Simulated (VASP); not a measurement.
# Ir (Fm-3m) in VASP: further runs

Runs on Ir. Level: RPBE. Tasks: single point, relaxation of cell and atoms.

Everything below comes from runs of VASP 6.6.1. Logs are shortened: lines on timing, memory, paths and dates and some standing lists are left out, and cuts for length are marked.

### Step 1. The cell of the first run

It takes space group Fm-3m (No. 225, cubic). The conventional cell has a = 3.831 Å, b = 3.831 Å, c = 3.831 Å, α = 90.00°, β = 90.00°, γ = 90.00°. Ir (site symmetry m-3m) has 12 Ir at 2.71 Å within 3.6 Å.

### Step 2. Single point, RPBE

INCAR

```
SYSTEM = Ir
  ALGO = Normal
  EDIFF = 1E-6
  ENCUT = 520
  GGA = RP
  ISIF = 2
  ISMEAR = 0
  LASPH = .TRUE.
  LCHARG = .TRUE.
  LELF = .TRUE.
  LREAL = .FALSE.
  LVHAR = .TRUE.
  LWAVE = .FALSE.
  NBANDS = 10
  NELM = 100
  PREC = Accurate
  SIGMA = 0.1
```

KPOINTS

```
k-points
0
G
  8 8 8
  0 0 0
```

POSCAR

```
Ir
1.0
    0.0000000000      1.9156000000      1.9156000000
    1.9156000000      0.0000000000      1.9156000000
    1.9156000000      1.9156000000      0.0000000000
Ir
1
Direct
    0.0000000000      0.0000000000      0.0000000000
```

Potentials or basis: VASP PAW PBE potentials, release 64 (Ir).

Run with:

```console
cat potpaw_PBE.64/Ir/POTCAR > POTCAR
mpirun -np 1 vasp_std > vasp.out
```

OUTCAR:

```text
SYSTEM = Ir
   EDIFF = 1E-6
   ENCUT = 520
   GGA = RP
   ISIF = 2
   ISMEAR = 0
   LASPH = .TRUE.
   LREAL = .FALSE.
   NELM = 100
   PREC = Accurate

 ion  position               nearest neighbor table
   1  0.000  0.000  0.000-

  LATTYP: Found a face centered cubic cell.
 ALAT       =     3.8312000000

  Lattice vectors:

 A1 = (   0.0000000000,   1.9156000000,   1.9156000000)
 A2 = (   1.9156000000,   0.0000000000,   1.9156000000)
 A3 = (   1.9156000000,   1.9156000000,   0.0000000000)

Analysis of symmetry for initial positions (statically):
=====================================================================
 Subroutine PRICEL returns:
 Original cell was already a primitive cell.

 Routine SETGRP: Setting up the symmetry group for a
 face centered cubic supercell.

 Subroutine GETGRP returns: Found 48 space group operations
 (whereof 48 operations were pure point group operations)
 out of a pool of 48 trial point group operations.

The static configuration has the point symmetry O_h .

Analysis of symmetry for dynamics (positions and initial velocities):
=====================================================================
 Subroutine PRICEL returns:
 Original cell was already a primitive cell.

 Routine SETGRP: Setting up the symmetry group for a
 face centered cubic supercell.

 Subroutine GETGRP returns: Found 48 space group operations
 (whereof 48 operations were pure point group operations)
 out of a pool of 48 trial point group operations.

The dynamic configuration has the point symmetry O_h .

 Subroutine INISYM returns: Found 48 space group operations
 (whereof 48 operations are pure point group operations),
 and found     1 'primitive' translations

----------------------------------------------------------------------------------------

                                     Primitive cell

  volume of cell :      14.0587

  direct lattice vectors                    reciprocal lattice vectors
     0.000000000  1.915600000  1.915600000    -0.261014826  0.261014826  0.261014826
     1.915600000  0.000000000  1.915600000     0.261014826 -0.261014826  0.261014826
     1.915600000  1.915600000  0.000000000     0.261014826  0.261014826 -0.261014826

  length of vectors
     2.709067500  2.709067500  2.709067500     0.452090940  0.452090940  0.452090940

  position of ions in fractional coordinates (direct lattice)
     0.000000000  0.000000000  0.000000000

  ion indices of the primitive-cell ions
   primitive index   ion index
[... 72 lines left out ...]
   NELM   =    100;   NELMIN=  2; NELMDL= -5     # of ELM steps
   EDIFF  = 0.1E-05   stopping-criterion for ELM
   LREAL  =      F    real-space projection
   EDIFFG = 0.1E-04   stopping-criterion for IOM
   NSW    =      0    number of steps for IOM
   IBRION =     -1    ionic relax: 0-MD 1-quasi-New 2-CG
   NFREE  =      0    steps in history (QN), initial steepest desc. (CG)
   ISIF   =      2    stress and relaxation
   ISYM   =      2    0-nonsym 1-usesym 2-fastsym
   POTIM  = 0.5000    time-step for ionic-motion
   TEBEG  =    0.0;   TEEND  =   0.0 temperature during run
   PSTRESS=    0.0 pullay stress
   NELECT =       9.0000    total number of electrons
   NUPDOWN=      -1.0000    fix difference up-down
   EMIN   =  10.00;   EMAX   =-10.00  energy-range for DOS
   EFERMI =   0.00;   METHOD = LEGACY
   ISMEAR =     0;   SIGMA  =   0.10  broadening in eV -4-tet -1-fermi 0-gaus
   EFERMI_NEDOS =   21; number of points for ismear=-14 and -15
   IALGO  =     38    algorithm
   IMIX   =      4    mixing-type and parameters
     AMIX     =   0.40;   BMIX     =  1.00
     AMIX_MAG =   1.60;   BMIX_MAG =  1.00
  volume/ion in A,a.u.               =      14.06        94.87
  Fermi-wavevector in a.u.,A,eV,Ry     =   1.410937  2.666284 27.085691  1.990742
  Thomas-Fermi vector in A             =   2.532839
   LORBIT       =      0    0 simple, 1 ext, 2 COOP (PROOUT), +10 PAW based schemes
   GGA     = RP    functional components
   LHFCALC =     F    Hartree Fock is set to
   AEXX    =    0.0000 exact exchange contribution
   IVDW    =     0    specifies the selected vdW correction
   LEPSILON=     F    determine dielectric tensor
   LRPA    =     F    only Hartree local field effects (RPA)
 non-spin polarized calculation
 Gauss-broadening in eV      SIGMA  =   0.10
  energy-cutoff  :      520.00
  volume of cell :       14.06
 maximum number of plane-waves:       391
   NGX =  9   NGY =  9   NGZ =  9

 number of electron       9.0000000 magnetization

 Free energy of the ion-electron system (eV)
  ---------------------------------------------------
  ext. energy  EPLUGINS =         0.00000000
  ---------------------------------------------------
  free energy    TOTEN  =        -8.08784856 eV

  energy without entropy =       -8.07956302  energy(sigma->0) =       -8.08370579

 E-fermi :  10.6459     XC(G=0): -13.9868

 val. band max:       10.5997543538   @ k =  -0.3750   0.1250   0.0000
 cond. band min:      10.6686668646   @ k =  -0.3750   0.2500   0.0000
 fundamental gap:      0.0689125108
 Fermi energy:        10.6459158628

 k-point     1 :       0.0000    0.0000    0.0000
  band No.  band energies     occupation
      1      -0.5753      2.00000
      2       6.6743      2.00000
      3       6.6743      2.00000
      4       6.6743      2.00000
      5       9.3895      2.00000
      6       9.3895      2.00000
      7      24.8550      0.00000
      8      30.5218      0.00000
      9      30.5218      0.00000
     10      30.5218      0.00000
[... 287 lines left out ...]
 k-point    24 :      -0.3750    0.2500    0.1250
  band No.  band energies     occupation
      1       3.9189      2.00000
      2       5.3103      2.00000
      3       6.9526      2.00000
      4       7.9877      2.00000
      5      11.1779      0.00000
      6      15.7948      0.00000
      7      17.3424      0.00000
      8      26.3574      0.00000
      9      26.5704      0.00000
     10      30.4584      0.00000

 [... further k-points ...]
[... 5 lines left out ...]
  --------------------------------------------------------------------------------------
  -------------------------------------------------------------------------------------
  Total        1.5613530      1.5613530      1.5613530     -0.0000000      0.0000000      0.0000000
  in kB      177.9373858    177.9373858    177.9373858     -0.0000000      0.0000000      0.0000000
  external PRESSURE =     177.9373858 kB  Pullay stress =       0.0000000 kB

 VOLUME and BASIS-vectors are now :
 -----------------------------------------------------------------------------
  energy-cutoff  :      520.00
  volume of cell :       14.06
      direct lattice vectors                 reciprocal lattice vectors
     0.000000000  1.915600000  1.915600000    -0.261014826  0.261014826  0.261014826
     1.915600000  0.000000000  1.915600000     0.261014826 -0.261014826  0.261014826
     1.915600000  1.915600000  0.000000000     0.261014826  0.261014826 -0.261014826

 POSITION                                       TOTAL-FORCE (eV/Angst)
 -----------------------------------------------------------------------------------
      0.00000      0.00000      0.00000         0.000000     -0.000000      0.000000
 -----------------------------------------------------------------------------------
    total drift:                                0.000000      0.000000     -0.000000

  FREE ENERGIE OF THE ION-ELECTRON SYSTEM (eV)
  ---------------------------------------------------
  free  energy   TOTEN  =        -8.0878485569 eV

  energy  without entropy=       -8.0795630229  energy(sigma->0) =       -8.08370579
```

OSZICAR:

```text
N       E                     dE             d eps       ncg     rms          rms(c)
DAV:   1     0.475677661697E+02    0.47568E+02   -0.43757E+03   588   0.818E+02
DAV:   2    -0.776285700020E+01   -0.55331E+02   -0.52913E+02   592   0.195E+02
DAV:   3    -0.858970863951E+01   -0.82685E+00   -0.82277E+00   678   0.289E+01
DAV:   4    -0.859725049445E+01   -0.75419E-02   -0.75408E-02   642   0.259E+00
DAV:   5    -0.859739947825E+01   -0.14898E-03   -0.14898E-03   676   0.355E-01    0.155E+01
DAV:   6    -0.817662537714E+01    0.42077E+00   -0.69363E-01   644   0.104E+01    0.665E+00
DAV:   7    -0.809346551036E+01    0.83160E-01   -0.25281E-01   688   0.578E+00    0.154E+00
DAV:   8    -0.808867848696E+01    0.47870E-02   -0.30057E-03   654   0.678E-01    0.549E-01
DAV:   9    -0.808784056590E+01    0.83792E-03   -0.94505E-04   678   0.421E-01    0.199E-02
DAV:  10    -0.808785006389E+01   -0.94980E-05   -0.60949E-06   728   0.220E-02    0.189E-02
DAV:  11    -0.808784863059E+01    0.14333E-05   -0.20145E-07   350   0.630E-03    0.537E-04
DAV:  12    -0.808784855693E+01    0.73658E-07   -0.18267E-08   318   0.144E-03
   1 F= -.80878486E+01 E0= -.80837058E+01  d E =-.828553E-02
```

Run time: 2.7 s. Hardware: 1 thread of Intel Xeon 6975P-C (Granite Rapids), shared host; peak memory 0.13 GiB.

What came out:

```
Free energy : -8.0878 eV
Pressure    : 17.8 GPa
```

Caveat: the PAW data sets were made with another functional, which shifts forces and pressure a little; spin-orbit coupling is left out, which moves the levels of the heavy elements.

### Step 3. Single point, RPBE

This run uses another cell than the first one, of 14.74 Å³/atom, 1.049 times its volume.

INCAR

```
SYSTEM = Ir
ALGO = Normal ; EDIFF = 1E-6
ENCUT = 520 ; GGA = RP
ISIF = 2 ; ISMEAR = 0
LASPH = .True. ; LCHARG = .False.
LREAL = .False. ; LWAVE = .False.
NBANDS = 10 ; NELM = 80
PREC = Accurate ; SIGMA = 0.1
```

KPOINTS

```
k-points
0
Gamma
  8 8 8
  0 0 0
```

POSCAR

```
Ir
1.0
    0.0000000000      1.9462112832      1.9462112832
    1.9462112832      0.0000000000      1.9462112832
    1.9462112832      1.9462112832      0.0000000000
Ir
1
Direct
    0.0000000000      0.0000000000      0.0000000000
```

Potentials or basis: VASP PAW PBE potentials, release 64 (Ir).

Run with:

```console
cat potpaw_PBE.64/Ir/POTCAR > POTCAR
mpirun -np 1 vasp_std > vasp.out
```

Wall time 3.6 s (1 thread of Intel Xeon 6975P-C (Granite Rapids), shared host); peak memory 0.13 GiB.

The run converged. Its results:

* Free energy: -8.1245 eV
* Pressure: 0.0 GPa

Levels at points of the mesh, in eV from the Fermi level:
| k point | band 1 | band 2 | band 3 | band 4 | band 5 | band 6 | band 7 | band 8 | band 9 |
| --- | --- | --- | --- | --- | --- | --- | --- | --- | --- |
| (0.00, 0.00, 0.00) | -10.70 | -3.69 | -3.69 | -3.69 | -1.17 | -1.17 | 14.31 | 19.69 | 19.69 |
| (0.50, 0.00, 0.00) | -7.71 | -3.78 | -3.78 | -0.69 | 0.78 | 0.78 | 6.83 | 13.86 | 19.39 |
| (0.50, 0.50, 0.00) | -7.48 | -6.94 | 0.75 | 1.31 | 1.31 | 1.67 | 9.95 | 11.48 | 11.48 |

Caveat: the PAW data sets were made with another functional, which shifts forces and pressure a little; spin-orbit coupling is left out, which moves the levels of the heavy elements.

### Step 4. Relaxation of cell and atoms, RPBE

INCAR

```
PREC     = Accurate       # precision mode
ENCUT    = 600            # plane-wave cutoff, eV
EDIFF    = 1E-6           # SCF threshold, eV
ISMEAR   = 0              # smearing method
SIGMA    = 0.1            # smearing width, eV
LREAL    = False          # projectors in reciprocal space
LASPH    = True           # aspherical terms in the spheres
NELM     = 80             # most SCF steps
ALGO     = Normal         # electronic algorithm
ISIF     = 3              # what is computed and relaxed
LWAVE    = False          # write WAVECAR
LCHARG   = False          # write CHGCAR
GGA      = RP             # functional
IBRION   = 2              # ionic algorithm
NSW      = 100            # ionic steps
EDIFFG   = -0.05          # ionic threshold
```

KPOINTS

```
Automatic mesh
0
Gamma
  8 8 8
```

POSCAR

```
Ir
1.0
    0.0000000000      1.9156000000      1.9156000000
    1.9156000000      0.0000000000      1.9156000000
    1.9156000000      1.9156000000      0.0000000000
Ir
1
Direct
    0.0000000000      0.0000000000      0.0000000000
```

Run with:

```console
cat potpaw_PBE.64/Ir/POTCAR > POTCAR
mpirun -np 1 vasp_std > vasp.out
```

It took 9.2 s on 1 thread of Intel Xeon 6975P-C (Granite Rapids), shared host; peak memory 0.15 GiB.

It converged, with:

```
Free energy                            : -8.1249 eV
Relaxed volume                         : 14.76 Å³/atom
Relaxed cell                           : a = 2.753 Å, b = 2.753 Å, c = 2.753 Å, α = 60.00°, β = 60.00°, γ = 60.00°
Space group after relaxing (to 0.05 Å) : Fm-3m (No. 225)
Energy gained by relaxing              : 36.6 meV/atom
Ionic steps                            : 4
Pressure after relaxing                : -0.1 GPa
```

Step by step:
```tsv
step	energy change (eV)	largest force (eV/Å)	pressure (GPa)	volume (Å³)
1	0.0000	0.0000	17.90	14.06
2	0.3336	0.0000	-35.90	17.50
3	-0.0364	0.0000	-1.20	14.81
4	-0.0366	0.0000	-0.13	14.76
```

Final structure:
```
Ir
1.0
     0.00000    1.94673    1.94673
     1.94673    0.00000    1.94673
     1.94673    1.94673    0.00000
Ir
1
Direct
  0.00000 0.00000 0.00000
```

Levels at points of the mesh, in eV from the Fermi level:
```tsv
k point	band 2	band 3	band 4	band 5	band 6	band 7
(0.00, 0.00, 0.00)	-3.68	-3.68	-3.68	-1.17	-1.17	14.31
(0.50, 0.00, 0.00)	-3.78	-3.78	-0.69	0.78	0.78	6.82
(0.50, 0.50, 0.00)	-6.93	0.75	1.31	1.31	1.67	9.94
```

Caveat: the PAW data sets were made with another functional, which shifts forces and pressure a little; spin-orbit coupling is left out, which moves the levels of the heavy elements.

### Step 5. The runs side by side

```csv
task,cell,cutoff (eV),gap on the mesh (eV),pressure (GPa)
single point,"a = 2.709 Å, angles 60.0°, 1 atom",520,none,17.8
single point,"a = 2.752 Å, angles 60.0°, 1 atom",520,none,0.0
relaxation of cell and atoms,"relaxed from a = 2.709 Å, angles 60.0°, 1 atom",600,none,-0.1
```

Alike in all rows: level RPBE; potentials or basis VASP PAW PBE potentials, release 64 (Ir); no spin polarisation; k mesh 8 × 8 × 8; smearing gaussian 0.1 eV.

Caveats: the PAW data sets were made with another functional, which shifts forces and pressure a little; spin-orbit coupling is left out, which moves the levels of the heavy elements.

Absolute energies hang on the potentials; compare differences alone.
